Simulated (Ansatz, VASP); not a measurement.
**Two plane-wave programs on AlNi2**

The input POSCAR:

```
AlNi2
1.0
    4.1278660609      0.0000000000      0.0000000000
   -2.0639330305      3.5748368722      0.0000000000
    0.0000000000      0.0000000000      4.9093310339
Al Ni
2 4
Direct
    0.3333333333      0.6666666667      0.1899341817
    0.6666666667      0.3333333333      0.8100658183
    0.3333333333      0.6666666667      0.6853320868
    0.6666666667      0.3333333333      0.3146679132
    0.0000000000      0.0000000000      0.5000000000
    0.0000000000      0.0000000000      0.0000000000
```

INCAR.step1

```
SYSTEM = AlNi2
PREC = Accurate
ENCUT = 520
ISMEAR = 0
SIGMA = 0.15
LREAL = .False.
LASPH = .True.
NELM = 60
NBANDS = 32
GGA = PE
ALGO = Normal
EDIFF = 1E-4
LWAVE = .True.
LCHARG = .False.
```

The input INCAR.step2:

```
SYSTEM = AlNi2
PREC = Accurate
ENCUT = 520
EDIFF = 1E-6
ISMEAR = 0
SIGMA = 0.15
LREAL = .False.
LASPH = .True.
NELM = 60
ALGO = Normal
ISIF = 2
LWAVE = .False.
LCHARG = .False.
METAGGA = R2SCAN
LMIXTAU = .True.
NBANDS = 32
ISTART = 1
```

KPOINTS

```
regular mesh
0
Gamma
  12 12 10
  0 0 0
```

Input for Ansatz:

```yaml
crystal:
  lattice:
    - [4.1278660609, 0.0, 0.0]
    - [-2.0639330305, 3.5748368722, 0.0]
    - [0.0, 0.0, 4.9093310339]
  atoms:
    - { symbol: Al, position: [0.3333333333, 0.6666666667, 0.1899341817] }
    - { symbol: Al, position: [0.6666666667, 0.3333333333, 0.8100658183] }
    - { symbol: Ni, position: [0.3333333333, 0.6666666667, 0.6853320868] }
    - { symbol: Ni, position: [0.6666666667, 0.3333333333, 0.3146679132] }
    - { symbol: Ni, position: [0.0, 0.0, 0.5] }
    - { symbol: Ni, position: [0.0, 0.0, 0.0] }
basis:
  ecutwfc: 500
kpoints:
  mp_grid: { grid: [12, 12, 10] }
hamiltonian:
  xc: r2scan
scf:
  occupations: { method: gaussian, width: 0.15 }
output:
  forces: true
  stress: true
  eigenvalues: true
```

Change from the starting cell: strain +0.0375 x Voigt [1, 1, 0, 0, 0, 0], atoms carried along.

Alike in both runs: task single point; functional r2SCAN; k mesh 12 × 12 × 10; occupations gaussian, width 0.15 eV; no spin polarisation.

|  | VASP | Ansatz |
| --- | --- | --- |
| version | VASP 6.6.1 | Ansatz 0.2.0 |
| potentials or method | VASP PAW PBE potentials, release 64 (Al, Ni), cutoff 520 eV | scalar-relativistic, plane waves, PAW |
| valence electrons in the cell | 46 | 78 |

VASP gave:

* gap on the k mesh at the Fermi level (eV): none
* pressure (GPa): -11.8
* traceless stress, the component that is largest in VASP (GPa): 6.49
* rms of the force components (eV/Å): 0.011

Q: What did Ansatz give for the same quantities?

A: gap on the k mesh at the Fermi level (eV): none; pressure (GPa): -11.8; traceless stress, the component that is largest in VASP (GPa): 6.53; rms of the force components (eV/Å): 0.010.

VASP's potentials were made for PBE, not for r2SCAN. Atom by atom the forces differ by 0.001 eV/Å (rms over components). A gap of «none» marks a metal or a gap that the smearing closes. With one functional, cell and mesh, what is left measures potentials, basis and numerics. VASP's potentials hold 46 valence electrons a cell and Ansatz's 78, so a difference there can come from the potentials and not from the codes.
